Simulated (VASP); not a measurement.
# Ge (P6/mmm) in VASP: further runs, part 2 of 2

VASP 6.6.1. The steps go on from the part before.

## 4. Relaxation of cell and atoms, PBE

This run uses another cell than the first one: it holds 1 atom, not 3.

Input file INCAR:

```
SYSTEM = Ge
PREC = Accurate
ENCUT = 600
EDIFF = 1E-6
ISMEAR = 0
SIGMA = 0.1
LREAL = .False.
LASPH = .True.
NELM = 60
ALGO = Normal
ISIF = 3
LWAVE = .False.
LCHARG = .False.
GGA = PE
IBRION = 2
NSW = 100
EDIFFG = -0.01
```

Input file KPOINTS:

```
regular mesh
0
Gamma
  24 24 20
  0 0 0
```

Input file POSCAR:

```
Ge
1.0
    2.8480979621      0.0000000000      0.0000000000
   -1.4240489810      2.4665251876      0.0000000000
    0.0000000000      0.0000000000      2.8042968660
Ge
1
Direct
    0.0000000000      0.0000000000      0.5000000000
```

Potentials or basis: VASP PAW PBE potentials, release 64 (Ge_d).

Started as:

```sh
$ cat potpaw_PBE.64/Ge_d/POTCAR > POTCAR
$ mpirun -np 1 vasp_std > vasp.out
```

OUTCAR:

```text
SYSTEM = Ge
   PREC = Accurate
   ENCUT = 600
   EDIFF = 1E-6
   ISMEAR = 0
   LREAL = .False.
   LASPH = .True.
   NELM = 60
   ISIF = 3
   GGA = PE
   IBRION = 2
   NSW = 100
   EDIFFG = -0.01

 ion  position               nearest neighbor table
   1  0.000  0.000  0.500-

  LATTYP: Found a hexagonal cell.
 ALAT       =     2.8480979621
 C/A-ratio  =     0.9846209306

  Lattice vectors:

 A1 = (   2.8480979621,   0.0000000000,   0.0000000000)
 A2 = (  -1.4240489810,   2.4665251876,   0.0000000000)
 A3 = (   0.0000000000,   0.0000000000,   2.8042968660)

Analysis of symmetry for initial positions (statically):
=====================================================================
 Subroutine PRICEL returns:
 Original cell was already a primitive cell.

 Routine SETGRP: Setting up the symmetry group for a
 hexagonal supercell.

 Subroutine GETGRP returns: Found 24 space group operations
 (whereof 24 operations were pure point group operations)
 out of a pool of 24 trial point group operations.

The static configuration has the point symmetry D_6h.

Analysis of symmetry for dynamics (positions and initial velocities):
=====================================================================
 Subroutine PRICEL returns:
 Original cell was already a primitive cell.

 Routine SETGRP: Setting up the symmetry group for a
 hexagonal supercell.

 Subroutine GETGRP returns: Found 24 space group operations
 (whereof 24 operations were pure point group operations)
 out of a pool of 24 trial point group operations.

The dynamic configuration has the point symmetry D_6h.

 Subroutine INISYM returns: Found 24 space group operations
 (whereof 24 operations are pure point group operations),
 and found     1 'primitive' translations

----------------------------------------------------------------------------------------

                                     Primitive cell

  volume of cell :      19.6999

  direct lattice vectors                    reciprocal lattice vectors
     2.848097962  0.000000000  0.000000000     0.351111518  0.202714330  0.000000000
    -1.424048981  2.466525188  0.000000000     0.000000000  0.405428659  0.000000000
     0.000000000  0.000000000  2.804296866     0.000000000  0.000000000  0.356595627

  length of vectors
     2.848097962  2.848097962  2.804296866     0.405428659  0.405428659  0.356595627

  position of ions in fractional coordinates (direct lattice)
     0.000000000  0.000000000  0.500000000

  ion indices of the primitive-cell ions
   primitive index   ion index
                 1           1

----------------------------------------------------------------------------------------

 KPOINTS: regular mesh

Automatic generation of k-mesh.
 Grid dimensions read from file:
 generate k-points for:   24   24   20

 Generating k-lattice:

  Cartesian coordinates                     Fractional coordinates (reciprocal lattice)
     0.014629647  0.008446430  0.000000000     0.041666667  0.000000000  0.000000000
     0.000000000  0.016892861  0.000000000     0.000000000  0.041666667  0.000000000
     0.000000000  0.000000000  0.017829781     0.000000000  0.000000000  0.050000000

  Length of vectors
     0.016892861  0.016892861  0.017829781

  Shift w.r.t. Gamma in fractional coordinates (k-lattice)
     0.000000000  0.000000000  0.000000000

[... 58 lines left out ...]
   POTIM  = 0.5000    time-step for ionic-motion
   TEBEG  =    0.0;   TEEND  =   0.0 temperature during run
   PSTRESS=    0.0 pullay stress
   NELECT =      14.0000    total number of electrons
   NUPDOWN=      -1.0000    fix difference up-down
   EMIN   =  10.00;   EMAX   =-10.00  energy-range for DOS
   EFERMI =   0.00;   METHOD = LEGACY
   ISMEAR =     0;   SIGMA  =   0.10  broadening in eV -4-tet -1-fermi 0-gaus
   EFERMI_NEDOS =   21; number of points for ismear=-14 and -15
   IALGO  =     38    algorithm
   IMIX   =      4    mixing-type and parameters
     AMIX     =   0.40;   BMIX     =  1.00
     AMIX_MAG =   1.60;   BMIX_MAG =  1.00
  volume/ion in A,a.u.               =      19.70       132.94
  Fermi-wavevector in a.u.,A,eV,Ry     =   1.460930  2.760757 29.039131  2.134316
  Thomas-Fermi vector in A             =   2.577321
   LORBIT       =      0    0 simple, 1 ext, 2 COOP (PROOUT), +10 PAW based schemes
   GGA     = PE    functional components
   LHFCALC =     F    Hartree Fock is set to
   AEXX    =    0.0000 exact exchange contribution
   IVDW    =     0    specifies the selected vdW correction
   LEPSILON=     F    determine dielectric tensor
   LRPA    =     F    only Hartree local field effects (RPA)
 conjugate gradient relaxation of ions
 non-spin polarized calculation
 Gauss-broadening in eV      SIGMA  =   0.10
  energy-cutoff  :      600.00
  volume of cell :       19.70
 maximum number of plane-waves:       674
 NGX is ok and might be reduce to    24

--------------------------------------- Ionic step        1  -------------------------------------------

 number of electron      14.0000004 magnetization

 Free energy of the ion-electron system (eV)
  ---------------------------------------------------
  ext. energy  EPLUGINS =         0.00000000
  ---------------------------------------------------
  free energy    TOTEN  =        -4.25526567 eV

  energy without entropy =       -4.25299247  energy(sigma->0) =       -4.25412907

------------------------ aborting loop because EDIFF is reached ----------------------------------------

  FORCE on cell =-STRESS in cart. coord.  units (eV):
  Direction    XX          YY          ZZ          XY          YZ          ZX
  --------------------------------------------------------------------------------------
  -------------------------------------------------------------------------------------
  Total        0.2624509      0.2624509     -0.8116061      0.0000000      0.0000000      0.0000000
  in kB       21.3449029     21.3449029    -66.0072186      0.0000000      0.0000000      0.0000000
  external PRESSURE =      -7.7724709 kB  Pullay stress =       0.0000000 kB
[... 86 lines left out ...]
  FREE ENERGIE OF THE ION-ELECTRON SYSTEM (eV)
  ---------------------------------------------------
  free  energy   TOTEN  =        -4.2757678218 eV

  energy  without entropy=       -4.2741930067  energy(sigma->0) =       -4.27498041

[... ionic steps 4 to 7 ...]

--------------------------------------- Ionic step        8  -------------------------------------------

 number of electron      14.0000002 magnetization

------------------------ aborting loop because EDIFF is reached ----------------------------------------
[... 65 lines left out ...]
--------------------------------------- Ionic step       10  -------------------------------------------

 number of electron      14.0000002 magnetization

 Free energy of the ion-electron system (eV)
  ---------------------------------------------------
  ext. energy  EPLUGINS =         0.00000000
  ---------------------------------------------------
  free energy    TOTEN  =        -4.27582480 eV

  energy without entropy =       -4.27425919  energy(sigma->0) =       -4.27504199

 E-fermi :   6.3634     XC(G=0): -11.1066

 val. band max:        6.3464524636   @ k =   0.1667   0.0000   0.2500
 cond. band min:       6.3805301760   @ k =   0.2917   0.2500   0.5000
 fundamental gap:      0.0340777124
 Fermi energy:         6.3634233369

 k-point     1 :       0.0000    0.0000    0.0000
  band No.  band energies     occupation
      1     -18.3936      2.00000
      2     -18.3093      2.00000
      3     -18.3093      2.00000
      4     -18.1686      2.00000
      5     -18.1686      2.00000
      6      -6.6060      2.00000
      7      12.9951      0.00000
      8      14.4732      0.00000
      9      14.4732      0.00000
     10      16.5307      0.00000
     11      20.3948      0.00000
[... 309 lines left out ...]
 k-point    24 :       0.4583    0.0417    0.0000
  band No.  band energies     occupation
      1     -18.3765      2.00000
      2     -18.2878      2.00000
      3     -18.2175      2.00000
      4     -18.1905      2.00000
      5     -18.1809      2.00000
      6      -1.8030      2.00000
      7       1.0563      2.00000
      8       9.9766      0.00000
      9      14.9472      0.00000
     10      16.7112      0.00000
     11      22.3019      0.00000

 [... further k-points ...]

------------------------ aborting loop because EDIFF is reached ----------------------------------------

  FORCE on cell =-STRESS in cart. coord.  units (eV):
  Direction    XX          YY          ZZ          XY          YZ          ZX
  --------------------------------------------------------------------------------------
  -------------------------------------------------------------------------------------
  Total       -0.0084951     -0.0084951     -0.0001347     -0.0000000      0.0000000      0.0000000
  in kB       -0.7034054     -0.7034054     -0.0111493     -0.0000000      0.0000000      0.0000000
  external PRESSURE =      -0.4726534 kB  Pullay stress =       0.0000000 kB
[... 16 lines left out ...]
  FREE ENERGIE OF THE ION-ELECTRON SYSTEM (eV)
  ---------------------------------------------------
  free  energy   TOTEN  =        -4.2758248038 eV

  energy  without entropy=       -4.2742591850  energy(sigma->0) =       -4.27504199

 reached required accuracy - stopping structural energy minimisation
```

OSZICAR:

```text
N       E                     dE             d eps       ncg     rms          rms(c)
DAV:   1     0.561711398105E+02    0.56171E+02   -0.82724E+03 15142   0.377E+03
DAV:   2     0.295337085872E+00   -0.55876E+02   -0.54026E+02 15215   0.400E+02
DAV:   3    -0.418933134283E+01   -0.44847E+01   -0.44466E+01 16700   0.737E+01
[... 62 lines left out ...]
DAV:   1    -0.427608798206E+01   -0.27635E-03   -0.37548E-03 17888   0.868E-01    0.893E-02
DAV:   2    -0.427590406350E+01    0.18392E-03   -0.15001E-04 18195   0.241E-01    0.523E-02
DAV:   3    -0.427582448949E+01    0.79574E-04   -0.11524E-04 17277   0.218E-01    0.691E-03
DAV:   4    -0.427582478483E+01   -0.29534E-06   -0.11389E-05 16541   0.520E-02    0.337E-03
DAV:   5    -0.427582480382E+01   -0.18991E-07   -0.15092E-07  8035   0.104E-02
  10 F= -.42758248E+01 E0= -.42750420E+01  d E =-.134119E-04
```

It took 8.7 min on 1 thread of AMD EPYC 9R45 (Zen 5), shared host; peak memory 0.26 GiB.

Results:

```
Free energy                            : -4.2758 eV
Relaxed volume                         : 19.35 Å³/atom
Relaxed cell                           : a = 2.880 Å, b = 2.880 Å, c = 2.694 Å, α = 90.00°, β = 90.00°, γ = 120.00°
Space group after relaxing (to 0.05 Å) : P6/mmm (No. 191)
Energy gained by relaxing              : 20.6 meV/atom
Ionic steps                            : 10
Pressure after relaxing                : 0.0 GPa
Band gap on the k mesh                 : zero (band 7 reaches 13.11 eV, above the bottom of band 8 at 3.02 eV)
```

The path:
| step | energy change (eV) | largest force (eV/Å) | pressure (GPa) | volume (Å³) |
| --- | --- | --- | --- | --- |
| 1 | 0.0000 | 0.0000 | -0.78 | 19.70 |
| 2 | -0.0205 | 0.0000 | -0.05 | 19.41 |
| 3 | -0.0205 | 0.0000 | -0.17 | 19.42 |
| 4 | -0.0205 | 0.0000 | -0.20 | 19.42 |
| 5 | -0.0205 | 0.0000 | -0.09 | 19.36 |
| 6 | -0.0205 | 0.0000 | 0.01 | 19.34 |
| 7 | -0.0205 | 0.0000 | 0.02 | 19.35 |
| 8 | -0.0205 | 0.0000 | 0.02 | 19.35 |
| 9 | -0.0205 | 0.0000 | -0.01 | 19.36 |
| 10 | -0.0206 | 0.0000 | -0.05 | 19.35 |

Final structure:
```cif
data_structure
_symmetry_space_group_name_H-M 'P 1'
_symmetry_Int_Tables_number 1
_cell_length_a 2.8800
_cell_length_b 2.8800
_cell_length_c 2.6938
_cell_angle_alpha 90.000
_cell_angle_beta 90.000
_cell_angle_gamma 120.000
_cell_volume 19.35
loop_
_atom_site_label
_atom_site_type_symbol
_atom_site_fract_x
_atom_site_fract_y
_atom_site_fract_z
_atom_site_occupancy
Ge1 Ge 0.00000 0.00000 0.50000 1
```

Levels at points of the mesh, in eV from the Fermi level:
| k point | band 3 | band 4 | band 5 | band 6 | band 7 | band 8 | band 9 | band 10 | band 11 |
| --- | --- | --- | --- | --- | --- | --- | --- | --- | --- |
| (0.00, 0.00, 0.00) | -24.67 | -24.53 | -24.53 | -12.97 | 6.63 | 8.11 | 8.11 | 10.17 | 14.03 |
| (0.50, 0.00, 0.00) | -24.58 | -24.55 | -24.54 | -8.11 | -5.44 | 4.06 | 8.06 | 10.36 | 16.35 |
| (0.00, 0.00, 0.50) | -24.60 | -24.60 | -24.56 | -9.18 | -5.76 | 10.95 | 10.95 | 16.50 | 17.39 |
| (0.50, 0.00, 0.50) | -24.62 | -24.55 | -24.46 | -3.96 | -2.36 | -1.83 | 3.48 | 6.95 | 12.27 |

## 5. Overview

| task | cell | k mesh | cutoff (eV) | gap on the mesh (eV) | pressure (GPa) |
| --- | --- | --- | --- | --- | --- |
| single point | a = 5.247, b = 5.247, c = 2.512 Å, angles 90.0, 90.0, 120.0°, 3 atoms | 6 × 6 × 4 | 520 | none | -0.1 |
| single point | a = 2.879, b = 2.879, c = 2.693 Å, angles 90.0, 90.0, 120.0°, 1 atom | 24 × 24 × 20 | 520 | none | -0.2 |
| relaxation of cell and atoms | relaxed from a = 2.848, b = 2.848, c = 2.804 Å, angles 90.0, 90.0, 120.0°, 1 atom | 24 × 24 × 20 | 600 | none | 0.0 |

Alike in all rows: level PBE; potentials or basis VASP PAW PBE potentials, release 64 (Ge_d); no spin polarisation; smearing gaussian 0.1 eV.

Caveats: some runs use coarse meshes.

Total energies depend on the potentials used, so only differences within one code and one set of settings carry meaning.
